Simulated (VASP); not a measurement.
# SiC: single point with r2SCAN

SiC:

```
CELL_PARAMETERS angstrom
0.00000 2.11077 2.11077
2.11077 0.00000 2.11077
2.11077 2.11077 0.00000
ATOMIC_POSITIONS crystal
Si 0.00000 0.00000 0.00000
C 0.25000 0.25000 0.25000
```

This cell differs from its parent crystal: volume scaled by 0.91.

```
Program             : VASP 6.6.1
Task                : single point
Functional          : r2SCAN
Potentials or basis : VASP PAW PBE potentials, release 64 (Si, C)
Cutoff              : 520 eV
k mesh              : 10 × 10 × 10
Occupations         : gaussian, width 0.02 eV
Spin                : no spin polarisation
```

- Pressure: 25.4 GPa
- Band gap on the k mesh: 1.66 eV, indirect (least direct gap 5.17 eV)

Levels at points of the mesh, in eV from the valence-band top:
```
           k point  band 1  band 2  band 3  band 4  band 5  band 6  band 7  band 8  band 9
(0.00, 0.00, 0.00)  -16.96    0.00    0.00    0.00    8.05    8.60    8.60    8.60   15.82
(0.50, 0.00, 0.00)  -12.96   -9.36   -1.12   -1.12    6.94    8.18    8.18   11.54   18.74
(0.50, 0.50, 0.00)  -11.40   -8.37   -3.52   -3.52    1.66    5.21   16.35   16.35   17.43
```

Wall time 26 s on 1 thread of AMD EPYC 9R45 96-Core Processor (Zen 5) (shared host), peak memory 0.11 GiB.

Caveat: the PAW data sets were made with another functional, which shifts forces and pressure a little. A k mesh can miss the band edges.
